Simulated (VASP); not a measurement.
# Si in VASP: further runs

Si is run at these levels: PBEsol; tasks: single point.

All numbers are computed with VASP 6.6.1; they aren't measurements. Logs are shortened: lines on timing, memory, paths and dates and some standing lists are left out, and cuts for length are marked.

## Step 1: The cell of the first run

The cell holds a slab with vacuum, 6 atoms: a = 3.842 Å, b = 3.842 Å, c = 22.791 Å, α = 90.00°, β = 90.00°, γ = 90.00°.

## Step 2: Single point, PBEsol

INCAR reads:

```
PREC = Accurate
ENCUT = 520
EDIFF = 1E-6
ISMEAR = -1
SIGMA = 0.02
LREAL = False
LASPH = True
NELM = 60
ALGO = Normal
ISIF = 2
LWAVE = False
LCHARG = True
LDIPOL = True
IDIPOL = 3
DIPOL = 0.5 0.5 0.500
GGA = PS
LELF = True
LVHAR = True
LVACPOTAV = True
NBANDS = 21
```

KPOINTS reads:

```
Automatic mesh
0
Gamma
  8 8 1
```

POSCAR reads:

```
Si
1.0
    3.8418213899      0.0000000000      0.0000000000
    0.0000000000      3.8418213899      0.0000000000
    0.0000000000      0.0000000000     22.7914000000
Si
6
Direct
    0.7500000000      0.0000000000      0.3510086065
    0.2500000000      0.0000000000      0.4106051639
    0.2500000000      0.5000000000      0.4702017213
    0.7500000000      0.5000000000      0.5297982787
    0.7500000000      0.0000000000      0.5893948361
    0.2500000000      0.0000000000      0.6489913935
```

Potentials or basis: VASP PAW PBE potentials, release 64 (Si).

The run is started by

```bash
$ cat potpaw_PBE.64/Si/POTCAR > POTCAR
$ mpirun -np 1 vasp_std > vasp.out
```

OUTCAR:

```text
PREC = Accurate
   ENCUT = 520
   EDIFF = 1E-6
   ISMEAR = -1
   LREAL = False
   LASPH = True
   NELM = 60
   ISIF = 2
   GGA = PS

 ion  position               nearest neighbor table
   1  0.750  0.000  0.351-   2 2.35   2 2.35
   2  0.250  0.000  0.411-   1 2.35   3 2.35   3 2.35   1 2.35
   3  0.250  0.500  0.470-   2 2.35   4 2.35   2 2.35   4 2.35
   4  0.750  0.500  0.530-   3 2.35   5 2.35   5 2.35   3 2.35
   5  0.750  0.000  0.589-   4 2.35   6 2.35   4 2.35   6 2.35
   6  0.250  0.000  0.649-   5 2.35   5 2.35

  LATTYP: Found a simple tetragonal cell.
 ALAT       =     3.8418213899
 C/A-ratio  =     5.9324465369

  Lattice vectors:

 A1 = (   3.8418213899,   0.0000000000,   0.0000000000)
 A2 = (   0.0000000000,   3.8418213899,   0.0000000000)
 A3 = (   0.0000000000,   0.0000000000,  22.7914000000)

Analysis of symmetry for initial positions (statically):
=====================================================================
 Subroutine PRICEL returns:
 Original cell was already a primitive cell.

 Routine SETGRP: Setting up the symmetry group for a
 simple tetragonal supercell.

 Subroutine GETGRP returns: Found  8 space group operations
 (whereof  4 operations were pure point group operations)
 out of a pool of 16 trial point group operations.

The static configuration has the point symmetry C_2h.
 The point group associated with its full space group is D_2h.

Analysis of symmetry for dynamics (positions and initial velocities):
=====================================================================
 Subroutine PRICEL returns:
 Original cell was already a primitive cell.

 Routine SETGRP: Setting up the symmetry group for a
 simple tetragonal supercell.

 Subroutine GETGRP returns: Found  8 space group operations
 (whereof  4 operations were pure point group operations)
 out of a pool of 16 trial point group operations.

The dynamic configuration has the point symmetry C_2h.
 The point group associated with its full space group is D_2h.

 Subroutine INISYM returns: Found  8 space group operations
 (whereof  4 operations are pure point group operations),
 and found     1 'primitive' translations

----------------------------------------------------------------------------------------

                                     Primitive cell

  volume of cell :     336.3918

  direct lattice vectors                    reciprocal lattice vectors
     3.841821390  0.000000000  0.000000000     0.260293204  0.000000000  0.000000000
     0.000000000  3.841821390  0.000000000     0.000000000  0.260293204  0.000000000
     0.000000000  0.000000000 22.791400000     0.000000000  0.000000000  0.043876199

  length of vectors
     3.841821390  3.841821390 22.791400000     0.260293204  0.260293204  0.043876199

  position of ions in fractional coordinates (direct lattice)
     0.750000000  0.000000000  0.351008607
     0.250000000  0.000000000  0.410605164
     0.250000000  0.500000000  0.470201721
     0.750000000  0.500000000  0.529798279
     0.750000000  0.000000000  0.589394836
     0.250000000  0.000000000  0.648991393

  ion indices of the primitive-cell ions
   primitive index   ion index
                 1           1
                 2           2
                 3           3
                 4           4
                 5           5
                 6           6

----------------------------------------------------------------------------------------

 KPOINTS: Automatic mesh

Automatic generation of k-mesh.
 Grid dimensions read from file:
 generate k-points for:    8    8    1

 Generating k-lattice:

  Cartesian coordinates                     Fractional coordinates (reciprocal lattice)
     0.032536651  0.000000000  0.000000000     0.125000000  0.000000000  0.000000000
     0.000000000  0.032536651  0.000000000     0.000000000  0.125000000  0.000000000
     0.000000000  0.000000000  0.043876199     0.000000000  0.000000000  1.000000000

  Length of vectors
     0.032536651  0.032536651  0.043876199

  Shift w.r.t. Gamma in fractional coordinates (k-lattice)
     0.000000000  0.000000000  0.000000000

 Subroutine IBZKPT returns following result:
 ===========================================

 Found     25 irreducible k-points:

 Following reciprocal coordinates:
            Coordinates               Weight
  0.000000  0.000000  0.000000      1.000000
  0.125000  0.000000  0.000000      2.000000
  0.000000  0.125000  0.000000      2.000000
  0.250000  0.000000  0.000000      2.000000
  0.000000  0.250000  0.000000      2.000000
  0.375000  0.000000  0.000000      2.000000
[... 16 lines left out ...]
  0.500000  0.375000  0.000000      2.000000
 -0.375000  0.500000  0.000000      2.000000
   k-points           NKPTS =     25   k-points in BZ     NKDIM =     25   number of bands    NBANDS=     21
   number of dos      NEDOS =    301   number of ions     NIONS =      6
   total plane-waves  NPLWV = 162000
   dimension x,y,z NGX =    30 NGY =   30 NGZ =  180
   dimension x,y,z NGXF=    60 NGYF=   60 NGZF=  360
   ions per type =               6
   NGX,Y,Z   is equivalent  to a cutoff of  12.98, 12.98, 13.13 a.u.
   NGXF,Y,Z  is equivalent  to a cutoff of  25.96, 25.96, 26.26 a.u.
 SYSTEM =  unknown system
   PREC   = accura    normal or accurate (medium, high low for compatibility)
   ISTART =      0    job   : 0-new  1-cont  2-samecut
   ICHARG =      2    charge: 1-file 2-atom 10-const
   ISPIN  =      1    spin polarized calculation?
   LNONCOLLINEAR =      F non collinear calculations
   LSORBIT =      F    spin-orbit coupling
   LASPH  =      T    aspherical Exc in radial PAW
   ENCUT  =  520.0 eV  38.22 Ry    6.18 a.u.   7.14  7.14 42.38*2*pi/ulx,y,z
   NELM   =     60;   NELMIN=  2; NELMDL= -5     # of ELM steps
   EDIFF  = 0.1E-05   stopping-criterion for ELM
   LREAL  =      F    real-space projection
   EDIFFG = 0.1E-04   stopping-criterion for IOM
   NSW    =      0    number of steps for IOM
   IBRION =     -1    ionic relax: 0-MD 1-quasi-New 2-CG
   NFREE  =      0    steps in history (QN), initial steepest desc. (CG)
   ISIF   =      2    stress and relaxation
   ISYM   =      2    0-nonsym 1-usesym 2-fastsym
   POTIM  = 0.5000    time-step for ionic-motion
   TEBEG  =    0.0;   TEEND  =   0.0 temperature during run
   PSTRESS=    0.0 pullay stress
   NELECT =      24.0000    total number of electrons
   NUPDOWN=      -1.0000    fix difference up-down
   EMIN   =  10.00;   EMAX   =-10.00  energy-range for DOS
   EFERMI =   0.00;   METHOD = LEGACY
   ISMEAR =    -1;   SIGMA  =   0.02  broadening in eV -4-tet -1-fermi 0-gaus
   EFERMI_NEDOS =   21; number of points for ismear=-14 and -15
   IALGO  =     38    algorithm
   IMIX   =      4    mixing-type and parameters
     AMIX     =   0.40;   BMIX     =  1.00
     AMIX_MAG =   1.60;   BMIX_MAG =  1.00
  volume/ion in A,a.u.               =      56.07       378.35
  Fermi-wavevector in a.u.,A,eV,Ry     =   0.678990  1.283105  6.272661  0.461028
  Thomas-Fermi vector in A             =   1.757056
   LORBIT       =      0    0 simple, 1 ext, 2 COOP (PROOUT), +10 PAW based schemes
   GGA     = PS    functional components
   LHFCALC =     F    Hartree Fock is set to
   AEXX    =    0.0000 exact exchange contribution
   IVDW    =     0    specifies the selected vdW correction
   LEPSILON=     F    determine dielectric tensor
   LRPA    =     F    only Hartree local field effects (RPA)
 non-spin polarized calculation
  energy-cutoff  :      520.00
  volume of cell :      336.39
 maximum number of plane-waves:      9092
 NGX is ok and might be reduce to    30
   NGX = 15   NGY = 15   NGZ = 85

 dipolmoment           0.000000      0.000000      0.000000 electrons x Angstroem

 number of electron      23.9999999 magnetization

 dipolmoment           0.000000      0.000000     -0.000000 electrons x Angstroem

 Free energy of the ion-electron system (eV)
  ---------------------------------------------------
  ext. energy  EPLUGINS =         0.00000000
  ---------------------------------------------------
  free energy    TOTEN  =       -30.36803951 eV

  energy without entropy =      -30.36379885  energy(sigma->0) =      -30.36591918

 E-fermi :  -1.4388     XC(G=0):  -4.2268

 val. band max:       -1.4521235662   @ k =   0.0000   0.2500   0.0000
 cond. band min:      -1.4004153538   @ k =   0.1250   0.1250   0.0000
 fundamental gap:      0.0517082124
 Fermi energy:        -1.4387922060

 k-point     1 :       0.0000    0.0000    0.0000
  band No.  band energies     occupation
      1     -12.7703      2.00000
      2     -11.5487      2.00000
      3      -9.7501      2.00000
      4      -7.4656      2.00000
      5      -4.8421      2.00000
      6      -3.7094      2.00000
[... 13 lines left out ...]
     20       2.3507      0.00000
     21       3.5298      0.00000

 k-point     2 :       0.1250    0.0000    0.0000
  band No.  band energies     occupation
      1     -12.6374      2.00000
      2     -11.4277      2.00000
      3      -9.6074      2.00000
      4      -7.5638      2.00000
      5      -5.1597      2.00000
      6      -4.3691      2.00000
[... 13 lines left out ...]
     20       2.8717      0.00000
     21       3.4985      0.00000

 k-point     3 :       0.0000    0.1250    0.0000
  band No.  band energies     occupation
      1     -12.6385      2.00000
      2     -11.4350      2.00000
      3      -9.7311      2.00000
      4      -7.3975      2.00000
      5      -5.2450      2.00000
      6      -3.9855      2.00000
[... 13 lines left out ...]
     20       2.6782      0.00000
     21       3.4610      0.00000
[... 457 lines left out ...]
 k-point    23 :       0.5000    0.3750    0.0000
  band No.  band energies     occupation
      1      -9.7659      2.00000
      2      -9.7659      2.00000
      3      -8.1190      2.00000
      4      -8.1190      2.00000
      5      -7.9405      2.00000
      6      -7.9405      2.00000
[... 13 lines left out ...]
     20       3.6134      0.00000
     21       4.2201      0.00000

 k-point    24 :      -0.3750    0.5000    0.0000
  band No.  band energies     occupation
      1      -9.8303      2.00000
      2      -9.4913      2.00000
      3      -9.2889      2.00000
      4      -8.1282      2.00000
      5      -7.2816      2.00000
      6      -7.2382      2.00000
[... 13 lines left out ...]
     20       3.5250      0.00000
     21       4.6100      0.00000

 [... further k-points ...]

------------------------ aborting loop because EDIFF is reached ----------------------------------------

  FORCE on cell =-STRESS in cart. coord.  units (eV):
  Direction    XX          YY          ZZ          XY          YZ          ZX
  --------------------------------------------------------------------------------------
  -------------------------------------------------------------------------------------
  Total       -0.5081347     -3.7215650     -0.5658373      0.0000000      0.0000000      0.0000000
  in kB       -2.4201603    -17.7251878     -2.6949880      0.0000000      0.0000000      0.0000000
  external PRESSURE =      -7.6134454 kB  Pullay stress =       0.0000000 kB

 VOLUME and BASIS-vectors are now :
 -----------------------------------------------------------------------------
  energy-cutoff  :      520.00
  volume of cell :      336.39
      direct lattice vectors                 reciprocal lattice vectors
     3.841821390  0.000000000  0.000000000     0.260293204  0.000000000  0.000000000
     0.000000000  3.841821390  0.000000000     0.000000000  0.260293204  0.000000000
     0.000000000  0.000000000 22.791400000     0.000000000  0.000000000  0.043876199

 POSITION                                       TOTAL-FORCE (eV/Angst)
 -----------------------------------------------------------------------------------
      2.88137      0.00000      7.99998        -0.000000     -0.000000      0.168205
      0.96046      0.00000      9.35827        -0.000000      0.000000     -0.155255
      0.96046      1.92091     10.71656        -0.000000     -0.000000      0.035674
      2.88137      1.92091     12.07484        -0.000000     -0.000000     -0.035674
      2.88137      0.00000     13.43313         0.000000     -0.000000      0.155255
      0.96046      0.00000     14.79142        -0.000000     -0.000000     -0.168205
 -----------------------------------------------------------------------------------
    total drift:                               -0.000000     -0.000000     -0.000000

  FREE ENERGIE OF THE ION-ELECTRON SYSTEM (eV)
  ---------------------------------------------------
  free  energy   TOTEN  =       -30.3680395142 eV

  energy  without entropy=      -30.3637988464  energy(sigma->0) =      -30.36591918

 vacuum level on the upper side and lower side of the slab         3.908         3.908
```

Run time: 7 min. Hardware: 1 thread of Intel Xeon 8259CL, shared host; peak memory 0.45 GiB.

Results:

- Free energy: -30.3680 eV
- Largest force: 0.168 eV/Å
- Band gap on the k mesh: zero (bands 12 and 13 overlap by 1.03 eV)

Forces on the atoms (eV/Å):
```
Si   0.000  0.000  0.168
Si   0.000  0.000 -0.155
Si   0.000  0.000  0.036
Si   0.000  0.000 -0.036
Si   0.000  0.000  0.155
Si   0.000  0.000 -0.168
```

Caveat: the PAW data sets were made with another functional, which shifts forces and pressure a little.

[end of part 1 of 2]

The gap in the log of VASP goes by the Fermi energy; the results here count the filled bands.